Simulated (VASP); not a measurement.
# Si16Ge (a cell with a defect) in VASP: a series of runs, part 2 of 2

VASP 6.6.1.

## Step 3: Single point, PBE+D3(BJ)

Contents of INCAR:

```
SYSTEM = Si16Ge
  PREC = Accurate
  ENCUT = 520
  EDIFF = 1E-7
  ISMEAR = 0
  SIGMA = 0.05
  LREAL = Auto
  LASPH = .TRUE.
  NELM = 80
  ALGO = Normal
  ISIF = 2
  LWAVE = .FALSE.
  LCHARG = .TRUE.
  GGA = PE
  IVDW = 12
  LELF = .TRUE.
  LVHAR = .TRUE.
  NBANDS = 53
```

Contents of KPOINTS:

```
regular mesh
0
G
  2 2 2
  0 0 0
```

Contents of POSCAR:

```
Si16Ge
1.0
    0.0000000000      5.4300000000      5.4300000000
    5.4300000000      0.0000000000      5.4300000000
    5.4300000000      5.4300000000      0.0000000000
Si Ge
16 1
Direct
   -0.0241925414      0.0735470534     -0.0251698895
    0.1312893186      0.1311627993      0.1299990792
    0.0134772560     -0.0154973297      0.5007267956
    0.1305279926      0.1328014733      0.6061366483
    0.0199568140      0.5047168508      0.0161662063
    0.1018308471      0.6950244015      0.1013111418
    0.0166349908      0.5068666667      0.4597287293
    0.1503559853      0.6128524862      0.6185856354
    0.5017583794     -0.0165546961      0.0130871087
    0.6075172192      0.1312835175      0.1299511050
    0.5012965930     -0.0153883057      0.5006763352
    0.6427374770      0.0722350829      0.6423358195
    0.4592213628      0.5048537753      0.0159907919
    0.6195602210      0.6117961326      0.1491624309
    0.5179246777      0.4469891344      0.5171887661
    0.6182005525      0.6129635359      0.6184845304
    0.8298152855      0.5101799263      0.8302694291
```

Potentials or basis: VASP PAW PBE potentials, release 64 (Si, Ge_d).

Command:

```bash
$ cat potpaw_PBE.64/Si/POTCAR potpaw_PBE.64/Ge_d/POTCAR > POTCAR
$ mpirun -np 1 vasp_std > vasp.out
```

OUTCAR:

```text
SYSTEM = Si16Ge
   PREC = Accurate
   ENCUT = 520
   EDIFF = 1E-7
   ISMEAR = 0
   LREAL = Auto
   LASPH = .TRUE.
   NELM = 80
   ISIF = 2
   GGA = PE
   IVDW = 12
 IVDW          = 12

 ion  position               nearest neighbor table
   1  0.976  0.074  0.975-   2 2.35  10 2.35   4 2.35   6 2.37  17 2.74
   2  0.131  0.131  0.130-   9 2.33   3 2.33   5 2.35   1 2.35
   3  0.013  0.985  0.501-   2 2.33   4 2.33   8 2.33  12 2.34
   4  0.131  0.133  0.606-   3 2.33  11 2.33   7 2.35   1 2.35
   5  0.020  0.505  0.016-   6 2.29   2 2.35  17 2.48   8 2.50  14 2.52
   6  0.102  0.695  0.101-   5 2.29  13 2.29   7 2.29   1 2.37
   7  0.017  0.507  0.460-   6 2.29   4 2.35  17 2.47  16 2.51   8 2.51
   8  0.150  0.613  0.619-  15 2.32   3 2.33  17 2.45   5 2.50   7 2.51
   9  0.502  0.983  0.013-   2 2.33  10 2.33  14 2.33  12 2.34
  10  0.608  0.131  0.130-   9 2.33  11 2.33  13 2.35   1 2.35
  11  0.501  0.985  0.501-  10 2.33   4 2.33  16 2.33  12 2.34
  12  0.643  0.072  0.642-   9 2.34  11 2.34   3 2.34  15 2.35
  13  0.459  0.505  0.016-   6 2.29  10 2.35  17 2.48  16 2.50  14 2.52
  14  0.620  0.612  0.149-  15 2.32   9 2.33  17 2.43   5 2.52  13 2.52
  15  0.518  0.447  0.517-  16 2.32   8 2.32  14 2.32  12 2.35
  16  0.618  0.613  0.618-  15 2.32  11 2.33  17 2.45  13 2.50   7 2.51
  17  0.830  0.510  0.830-  14 2.43   8 2.45  16 2.45   7 2.47  13 2.48   5 2.48   1 2.74

[... 210 lines left out ...]
      5     -17.9886      2.00000
      6      -6.3753      2.00000
[... 421 lines left out ...]
     50      10.3561      0.00000
     51      10.4432      0.00000
 [bands above 51 left out]

------------------------ aborting loop because EDIFF is reached ----------------------------------------

 Edisp (eV)   -5.66743

 E8    (eV) :    -2.3551

  FORCE on cell =-STRESS in cart. coord.  units (eV):
  Direction    XX          YY          ZZ          XY          YZ          ZX
  --------------------------------------------------------------------------------------
  -------------------------------------------------------------------------------------
  Total       5.24600     5.25577     5.25931     1.60055     1.69760    -1.59456
  in kB      26.24880    26.29766    26.31537     8.00850     8.49408    -7.97853
  external pressure =       26.29 kB  Pullay stress =        0.00 kB

 VOLUME and BASIS-vectors are now :
 -----------------------------------------------------------------------------
  energy-cutoff  :      520.00
  volume of cell :      320.21
      direct lattice vectors                 reciprocal lattice vectors
     0.000000000  5.430000000  5.430000000    -0.092081031  0.092081031  0.092081031
     5.430000000  0.000000000  5.430000000     0.092081031 -0.092081031  0.092081031
     5.430000000  5.430000000  0.000000000     0.092081031  0.092081031 -0.092081031

 POSITION                                       TOTAL-FORCE (eV/Angst)
 -----------------------------------------------------------------------------------
      5.69269     10.59196      5.69800         0.003760     -0.013010      0.012885
      1.41811      1.41880      1.42512        -0.002743      0.009967     -0.008625
      8.06480      2.79213      5.41903         0.018615     -0.012379     -0.006292
      4.01243      4.00009      1.42988        -0.011638      0.007275     -0.007548
      2.82840      0.19615      2.84898         0.015602      0.015131      0.001418
      4.32410      1.10306      4.32692         0.008051     -0.008675      0.008692
[... 9 lines left out ...]
      6.68676      6.71520      6.68522         0.008283     -0.001597      0.014136
      7.27864      9.01426      7.27617        -0.042976      0.059752     -0.060339
 -----------------------------------------------------------------------------------
    total drift:                                0.007104     -0.001252      0.001987

  FREE ENERGIE OF THE ION-ELECTRON SYSTEM (eV)
  ---------------------------------------------------
  free  energy   TOTEN  =       -92.0276928712 eV

  energy  without entropy=      -92.0120563679  energy(sigma->0) =      -92.01987462
```

It took 2.5 min on 1 thread of Intel Xeon 6975P-C (Granite Rapids), shared host; peak memory 0.48 GiB.

Results:

| Quantity | Value |
| --- | --- |
| Free energy | -92.0277 eV |
| Pressure | 2.6 GPa |
| Largest force | 0.095 eV/Å |
| Band gap on the k mesh | zero (bands 39 and 40 overlap by 0.04 eV) |
| Dispersion energy per atom | -0.333 eV |

Forces on the atoms (eV/Å):
```
Si   0.004 -0.013  0.013
Si  -0.003  0.010 -0.009
Si   0.019 -0.012 -0.006
Si  -0.012  0.007 -0.008
Si   0.016  0.015  0.001
Si   0.008 -0.009  0.009
Si  -0.029 -0.009  0.009
Si   0.008 -0.014  0.002
Si  -0.017 -0.012  0.013
Si  -0.003  0.008 -0.010
Si   0.019  0.006  0.011
Si   0.018 -0.023  0.024
Si   0.015 -0.001 -0.015
Si  -0.004 -0.009  0.008
Si  -0.003 -0.002  0.002
Si   0.008 -0.002  0.014
Ge  -0.043  0.060 -0.060
```

Caveat: the k points lie up to 0.50 Å⁻¹ apart.

## Step 4: Single point, PBE+D3(BJ)

Contents of INCAR:

```
SYSTEM = Si16Ge
PREC = Accurate
ENCUT = 520
EDIFF = 1E-7
ISMEAR = 0
SIGMA = 0.05
LREAL = Auto
LASPH = .TRUE.
NELM = 60
ALGO = Normal
ISIF = 2
LWAVE = .FALSE.
LCHARG = .FALSE.
GGA = PE
IVDW = 12
NBANDS = 53
```

KPOINTS is that of step 3.

Contents of POSCAR:

```
Si16Ge
1.0
    0.0000000000      5.4300000000      5.4300000000
    5.4300000000      0.0000000000      5.4300000000
    5.4300000000      5.4300000000      0.0000000000
Si Ge
16 1
Direct
   -0.0187529466      0.0567837017     -0.0192407919
    0.1255535912      0.1387038674      0.1249609576
    0.0199844383     -0.0112702578      0.4954140884
    0.1255166667      0.1387706262      0.6103011971
    0.0090374770      0.5098833333      0.0085940147
    0.1068478821      0.6800902394      0.1063077348
    0.0088933702      0.5099721915      0.4721152855
    0.1641251381      0.6159455801      0.6098534991
    0.4959904236     -0.0110933702      0.0193034991
    0.6108014733      0.1389287293      0.1248863720
    0.4959854512     -0.0110062615      0.4953279926
    0.6521316759      0.0444412523      0.6515213628
    0.4726773481      0.5101130755      0.0082777164
    0.6103485267      0.6160991713      0.1635822284
    0.5251462247      0.4253064457      0.5245756906
    0.6101732965      0.6162383057      0.6094858195
    0.8021535912      0.5942014733      0.8015924494
```

Command:

```bash
$ cat potpaw_PBE.64/Si/POTCAR potpaw_PBE.64/Ge_d/POTCAR > POTCAR
$ mpirun -np 1 vasp_std > vasp.out
```

It took 2.6 min on 1 thread of Intel Xeon 6975P-C (Granite Rapids), shared host; peak memory 0.49 GiB.

The run converged. Its results:

```
Free energy                : -92.0202 eV
Pressure                   : 2.6 GPa
Largest force              : 0.052 eV/Å
Band gap on the k mesh     : 0.07 eV
Dispersion energy per atom : -0.333 eV
```

Forces in eV/Å, atoms in the order of the input:
```
Si  -0.014  0.011 -0.010
Si  -0.002  0.003 -0.004
Si   0.014 -0.012  0.001
Si  -0.003  0.002 -0.002
Si  -0.019 -0.008 -0.018
Si   0.031 -0.029  0.030
Si   0.006  0.020 -0.016
Si  -0.024  0.021  0.017
Si  -0.002 -0.010  0.010
Si  -0.002  0.003 -0.003
Si   0.013  0.000  0.011
Si   0.006 -0.008  0.008
Si  -0.016  0.019  0.006
Si   0.016  0.021 -0.023
Si   0.029 -0.030  0.029
Si  -0.021 -0.015 -0.020
Ge  -0.013  0.012 -0.014
```

Stress tensor (GPa, compression positive):
```
 2.62  0.64 -0.64
 0.64  2.61  0.64
-0.64  0.64  2.62
```

Levels at points of the mesh, in eV from the valence-band top:
| k point | band 36 | band 37 | band 38 | band 39 | band 40 | band 41 | band 42 | band 43 |
| --- | --- | --- | --- | --- | --- | --- | --- | --- |
| (0.00, 0.00, 0.00) | -1.00 | -0.43 | -0.42 | -0.42 | 0.07 | 0.08 | 0.41 | 0.41 |
| (0.50, 0.00, 0.00) | -1.29 | -1.21 | -0.68 | -0.20 | 0.37 | 0.88 | 1.02 | 1.23 |
| (0.00, 0.50, 0.00) | -1.15 | -1.09 | -1.09 | -0.08 | 0.57 | 0.57 | 1.31 | 1.40 |
| (0.00, 0.00, 0.50) | -1.29 | -1.21 | -0.68 | -0.20 | 0.37 | 0.88 | 1.02 | 1.23 |
| (0.50, 0.50, 0.50) | -1.29 | -1.21 | -0.68 | -0.20 | 0.37 | 0.88 | 1.02 | 1.22 |
| (0.50, 0.50, 0.00) | -1.68 | -1.57 | -0.57 | 0.00 | 0.57 | 1.50 | 1.59 | 1.89 |
| (0.00, 0.50, 0.50) | -1.68 | -1.57 | -0.57 | 0.00 | 0.57 | 1.50 | 1.59 | 1.89 |
| (0.50, 0.00, 0.50) | -1.68 | -1.56 | -0.57 | 0.00 | 0.57 | 1.50 | 1.59 | 1.89 |

Caveat: the k points lie up to 0.50 Å⁻¹ apart.

## Step 5: Summary

| cell | gap on the mesh (eV) | pressure (GPa) | largest force (eV/Å) |
| --- | --- | --- | --- |
| as given, atomic positions A | none | 3.4 | 0.34 |
| as given, atomic positions B | none | 2.6 | 0.10 |
| as given, atomic positions C | 0.07 | 2.6 | 0.05 |

Alike in all rows: task single point; level PBE+D3(BJ); potentials or basis VASP PAW PBE potentials, release 64 (Si, Ge_d); no spin polarisation; k mesh 2 × 2 × 2; cutoff (eV) 520; smearing gaussian 0.05 eV.

Caveats: all runs use coarse meshes.

Total energies depend on the potentials used, so only differences within one code and one set of settings carry meaning.
